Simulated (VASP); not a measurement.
# InBRh2 (P-3m1) in VASP: electric field gradients with PBE

Aim: the electric field gradients of InBRh2 with PBE.

Program: VASP 6.6.1. These are calculated values, not measurements. Logs are shortened: lines on timing, memory, paths and dates and some standing lists are left out, and cuts for length are marked.

## Step 1: The cell of the first run

It takes space group P-3m1 (No. 164, trigonal). The conventional cell has a = 3.202 Å, b = 3.202 Å, c = 6.441 Å, α = 90.00°, β = 90.00°, γ = 120.00°. Within 3.7 Å of In (site symmetry -3m) lie 6 Rh at 2.82 Å and 6 In at 3.20 Å and 2 B at 3.22 Å. B (site symmetry -3m) has 6 Rh at 2.14 Å within 2.8 Å. Within 2.9 Å of Rh (site symmetry 3m) lie 3 B at 2.14 Å and 3 In at 2.82 Å and 3 Rh at 2.85 Å.

## Step 2: Electric field gradients, PBE

Contents of INCAR:

```
  PREC = Accurate
  ENCUT = 520
  EDIFF = 1E-8
  ISMEAR = -1
  SIGMA = 0.15
  LREAL = F
  LASPH = T
  NELM = 80
  ALGO = Fast
  ISIF = 2
  LWAVE = F
  LCHARG = F
  GGA = PE
  LEFG = T
  NBANDS = 31
```

Contents of KPOINTS:

```
regular mesh
0
Gamma
  18 18 8
```

Contents of POSCAR:

```
InBRh2
1.0
    3.2015209613      0.0000000000      0.0000000000
   -1.6007604806      2.7725984833      0.0000000000
    0.0000000000      0.0000000000      6.4413347329
In B Rh
1 1 2
Direct
    0.0000000000      0.0000000000      0.5000000000
    0.0000000000      0.0000000000      0.0000000000
    0.6666666667      0.3333333333      0.8313249778
    0.3333333333      0.6666666667      0.1686750222
```

Potentials or basis: VASP PAW PBE potentials, release 64 (In_d, B, Rh_pv).

Run with:

```sh
$ cat potpaw_PBE.64/In_d/POTCAR potpaw_PBE.64/B/POTCAR potpaw_PBE.64/Rh_pv/POTCAR > POTCAR
$ mpirun -np 1 vasp_std > vasp.out
```

OUTCAR:

```text
PREC = Accurate
   ENCUT = 520
   EDIFF = 1E-8
   ISMEAR = -1
   LREAL = F
   LASPH = T
   NELM = 80
   ISIF = 2
   GGA = PE

 ion  position               nearest neighbor table
   1  0.000  0.000  0.500-   3 2.82   4 2.82   3 2.82   4 2.82   3 2.82   4 2.82
   2  0.000  0.000  0.000-   3 2.14   4 2.14   3 2.14   4 2.14   3 2.14   4 2.14
   3  0.667  0.333  0.831-   2 2.14   2 2.14   2 2.14   1 2.82   1 2.82   1 2.82   4 2.85   4 2.85
                             4 2.85
   4  0.333  0.667  0.169-   2 2.14   2 2.14   2 2.14   1 2.82   1 2.82   1 2.82   3 2.85   3 2.85
                             3 2.85

  LATTYP: Found a hexagonal cell.
 ALAT       =     3.2015209613
 C/A-ratio  =     2.0119608182

  Lattice vectors:

 A1 = (   3.2015209613,   0.0000000000,   0.0000000000)
 A2 = (  -1.6007604806,   2.7725984833,   0.0000000000)
 A3 = (   0.0000000000,   0.0000000000,   6.4413347329)

Analysis of symmetry for initial positions (statically):
=====================================================================
 Subroutine PRICEL returns:
 Original cell was already a primitive cell.

 Routine SETGRP: Setting up the symmetry group for a
 hexagonal supercell.

 Subroutine GETGRP returns: Found 12 space group operations
 (whereof 12 operations were pure point group operations)
 out of a pool of 24 trial point group operations.

The static configuration has the point symmetry D_3d.

Analysis of symmetry for dynamics (positions and initial velocities):
=====================================================================
 Subroutine PRICEL returns:
 Original cell was already a primitive cell.

 Routine SETGRP: Setting up the symmetry group for a
 hexagonal supercell.

 Subroutine GETGRP returns: Found 12 space group operations
 (whereof 12 operations were pure point group operations)
 out of a pool of 24 trial point group operations.

The dynamic configuration has the point symmetry D_3d.

 Subroutine INISYM returns: Found 12 space group operations
 (whereof 12 operations are pure point group operations),
 and found     1 'primitive' translations

----------------------------------------------------------------------------------------

                                     Primitive cell

  volume of cell :      57.1767

  direct lattice vectors                    reciprocal lattice vectors
     3.201520961  0.000000000  0.000000000     0.312351539  0.180336245  0.000000000
    -1.600760481  2.772598483  0.000000000     0.000000000  0.360672490  0.000000000
     0.000000000  0.000000000  6.441334733     0.000000000  0.000000000  0.155247327

  length of vectors
     3.201520961  3.201520961  6.441334733     0.360672490  0.360672490  0.155247327

  position of ions in fractional coordinates (direct lattice)
     0.000000000  0.000000000  0.500000000
     0.000000000  0.000000000  0.000000000
     0.666666667  0.333333333  0.831324978
     0.333333333  0.666666667  0.168675022

  ion indices of the primitive-cell ions
   primitive index   ion index
                 1           1
                 2           2
                 3           3
                 4           4

----------------------------------------------------------------------------------------

 KPOINTS: regular mesh

Automatic generation of k-mesh.
 Grid dimensions read from file:
 generate k-points for:   18   18    8

 Generating k-lattice:

  Cartesian coordinates                     Fractional coordinates (reciprocal lattice)
     0.017352863  0.010018680  0.000000000     0.055555556  0.000000000  0.000000000
     0.000000000  0.020037361  0.000000000     0.000000000  0.055555556  0.000000000
     0.000000000  0.000000000  0.019405916     0.000000000  0.000000000  0.125000000

  Length of vectors
[... 41 lines left out ...]
   dimension x,y,z NGXF=    48 NGYF=   48 NGZF=   96
   ions per type =               1   1   2
   NGX,Y,Z   is equivalent  to a cutoff of  12.46, 12.46, 12.39 a.u.
   NGXF,Y,Z  is equivalent  to a cutoff of  24.93, 24.93, 24.78 a.u.
 SYSTEM =  unknown system
   PREC   = accura    normal or accurate (medium, high low for compatibility)
   ISTART =      0    job   : 0-new  1-cont  2-samecut
   ICHARG =      2    charge: 1-file 2-atom 10-const
   ISPIN  =      1    spin polarized calculation?
   LNONCOLLINEAR =      F non collinear calculations
   LSORBIT =      F    spin-orbit coupling
   LASPH  =      T    aspherical Exc in radial PAW
   ENCUT  =  520.0 eV  38.22 Ry    6.18 a.u.   5.95  5.95 11.98*2*pi/ulx,y,z
   NELM   =     80;   NELMIN=  2; NELMDL= -5     # of ELM steps
   EDIFF  = 0.1E-07   stopping-criterion for ELM
   LREAL  =      F    real-space projection
   EDIFFG = 0.1E-06   stopping-criterion for IOM
   NSW    =      0    number of steps for IOM
   IBRION =     -1    ionic relax: 0-MD 1-quasi-New 2-CG
   NFREE  =      0    steps in history (QN), initial steepest desc. (CG)
   ISIF   =      2    stress and relaxation
   ISYM   =      2    0-nonsym 1-usesym 2-fastsym
   POTIM  = 0.5000    time-step for ionic-motion
   TEBEG  =    0.0;   TEEND  =   0.0 temperature during run
   PSTRESS=    0.0 pullay stress
   NELECT =      46.0000    total number of electrons
   NUPDOWN=      -1.0000    fix difference up-down
   EMIN   =  10.00;   EMAX   =-10.00  energy-range for DOS
   EFERMI =   0.00;   METHOD = LEGACY
   ISMEAR =    -1;   SIGMA  =   0.15  broadening in eV -4-tet -1-fermi 0-gaus
   EFERMI_NEDOS =   21; number of points for ismear=-14 and -15
   IALGO  =     68    algorithm
   IMIX   =      4    mixing-type and parameters
     AMIX     =   0.40;   BMIX     =  1.00
     AMIX_MAG =   1.60;   BMIX_MAG =  1.00
  volume/ion in A,a.u.               =      14.29        96.46
  Fermi-wavevector in a.u.,A,eV,Ry     =   1.522607  2.877309 31.542806  2.318331
  Thomas-Fermi vector in A             =   2.631163
   LORBIT       =      0    0 simple, 1 ext, 2 COOP (PROOUT), +10 PAW based schemes
   GGA     = PE    functional components
   LHFCALC =     F    Hartree Fock is set to
   AEXX    =    0.0000 exact exchange contribution
   IVDW    =     0    specifies the selected vdW correction
   LEPSILON=     F    determine dielectric tensor
   LRPA    =     F    only Hartree local field effects (RPA)
 non-spin polarized calculation
 RMM-DIIS sequential band-by-band and
  energy-cutoff  :      520.00
  volume of cell :       57.18
 maximum number of plane-waves:      1563
   NGX = 11   NGY = 11   NGZ = 23

 number of electron      46.0000009 magnetization

 Free energy of the ion-electron system (eV)
  ---------------------------------------------------
  ext. energy  EPLUGINS =         0.00000000
  ---------------------------------------------------
  free energy    TOTEN  =       -25.26381700 eV

  energy without entropy =      -25.14969042  energy(sigma->0) =      -25.20675371

 E-fermi :  10.0465     XC(G=0): -12.5496

 val. band max:       10.0410854851   @ k =   0.3333   0.1111   0.0000
 cond. band min:      10.0469022853   @ k =   0.3333   0.2222   0.0000
 fundamental gap:      0.0058168003
 Fermi energy:        10.0465450827

 k-point     1 :       0.0000    0.0000    0.0000
  band No.  band energies     occupation
      1     -36.3844      2.00000
      2     -36.1958      2.00000
      3     -36.1872      2.00000
      4     -36.1872      2.00000
      5     -36.1445      2.00000
      6     -36.1445      2.00000
[... 805 lines left out ...]
     30      17.2733      0.00000
     31      20.1012      0.00000

 [... further k-points ...]

------------------------ aborting loop because EDIFF is reached ----------------------------------------

  FORCE on cell =-STRESS in cart. coord.  units (eV):
  Direction    XX          YY          ZZ          XY          YZ          ZX
  --------------------------------------------------------------------------------------
  -------------------------------------------------------------------------------------
  Total        0.0388621      0.0388621      0.0557667      0.0000000      0.0000000     -0.0000000
  in kB        1.0889736      1.0889736      1.5626660      0.0000000      0.0000000     -0.0000000
  external PRESSURE =       1.2468710 kB  Pullay stress =       0.0000000 kB

 VOLUME and BASIS-vectors are now :
 -----------------------------------------------------------------------------
  energy-cutoff  :      520.00
  volume of cell :       57.18
      direct lattice vectors                 reciprocal lattice vectors
     3.201520961  0.000000000  0.000000000     0.312351539  0.180336245  0.000000000
    -1.600760481  2.772598483  0.000000000     0.000000000  0.360672490  0.000000000
     0.000000000  0.000000000  6.441334733     0.000000000  0.000000000  0.155247327

 POSITION                                       TOTAL-FORCE (eV/Angst)
 -----------------------------------------------------------------------------------
      0.00000      0.00000      3.22067        -0.000000      0.000000      0.000000
      0.00000      0.00000      0.00000         0.000000      0.000000      0.000000
      1.60076      0.92420      5.35484        -0.000000      0.000000      0.002114
     -0.00000      1.84840      1.08649        -0.000000      0.000000     -0.002114
 -----------------------------------------------------------------------------------
    total drift:                                0.000000     -0.000000      0.000000

  FREE ENERGIE OF THE ION-ELECTRON SYSTEM (eV)
  ---------------------------------------------------
  free  energy   TOTEN  =       -25.2638170031 eV

  energy  without entropy=      -25.1496904184  energy(sigma->0) =      -25.20675371

 Electric field gradients (V/A^2)
---------------------------------------------------------------------
 ion       V_xx      V_yy      V_zz      V_xy      V_xz      V_yz
---------------------------------------------------------------------
   1      65.618    65.617  -131.235    -0.001     0.000    -0.000
   2      -2.617    -2.617     5.234    -0.000    -0.000     0.000
   3       1.924     1.922    -3.846    -0.002     0.000    -0.000
   4       1.924     1.922    -3.846    -0.002     0.000    -0.000
---------------------------------------------------------------------

 Electric field gradients after diagonalization (V/A^2)
 (convention: |V_zz| > |V_xx| > |V_yy|)
----------------------------------------------------------------------
 ion       V_xx      V_yy      V_zz     asymmetry (V_yy - V_xx)/ V_zz
----------------------------------------------------------------------
   1      65.619    65.616  -131.235       0.000
   2      -2.617    -2.617     5.234       0.000
   3       1.925     1.921    -3.846       0.001
   4       1.925     1.921    -3.846       0.001
----------------------------------------------------------------------

           NMR quadrupolar parameters

 Cq : quadrupolar parameter    Cq=e*Q*V_zz/h
 eta: asymmetry parameters     (V_yy - V_xx)/ V_zz
 Q  : nuclear electric quadrupole moment in mb (millibarn)
----------------------------------------------------------------------
 ion       Cq(MHz)       eta       Q (mb)
----------------------------------------------------------------------
   1      -0.317       0.000       1.000
   2       0.013       0.000       1.000
   3      -0.009       0.001       1.000
   4      -0.009       0.001       1.000
----------------------------------------------------------------------
```

Run time: 14 min. Hardware: 1 thread of Intel Xeon 8259CL, shared host; peak memory 0.51 GiB.

Results:

* Free energy: -25.2638 eV
* Pressure: 0.1 GPa
* Band gap on the k mesh: zero (bands 23 and 24 overlap by 1.61 eV)
* Largest electric field gradient by atom: In -131.2; B +5.2; Rh -3.8 V/Å²

Forces on the atoms (eV/Å):
```
In   0.000  0.000  0.000
B    0.000  0.000  0.000
Rh   0.000  0.000  0.002
Rh   0.000  0.000 -0.002
```

Levels at points of the mesh, in eV from the Fermi level:
| k point | band 21 | band 22 | band 23 | band 24 | band 25 | band 26 |
| --- | --- | --- | --- | --- | --- | --- |
| (0.00, 0.00, 0.00) | -1.82 | -1.82 | -1.06 | -1.06 | 4.79 | 6.64 |
| (0.50, 0.00, 0.00) | -1.18 | -0.52 | -0.48 | 0.06 | 1.38 | 2.35 |
| (0.00, 0.00, 0.50) | -1.84 | -1.53 | -0.89 | -0.89 | 2.98 | 6.62 |
| (0.50, 0.00, 0.50) | -1.23 | -1.13 | -0.65 | 0.67 | 1.32 | 2.87 |

Electric field gradients, principal values (V/Å²):
| atom | least | middle | greatest (by size) |
| --- | --- | --- | --- |
| 1 In | 65.616 | 65.619 | -131.235 |
| 2 B | -2.617 | -2.617 | 5.234 |
| 3 Rh | 1.921 | 1.925 | -3.846 |
| 4 Rh | 1.921 | 1.925 | -3.846 |

Caveat: without QUAD_EFG the Cq values of the log hold for a quadrupole moment of 1 mb, not for the nuclei; spin-orbit coupling is left out, which moves the levels of the heavy elements.
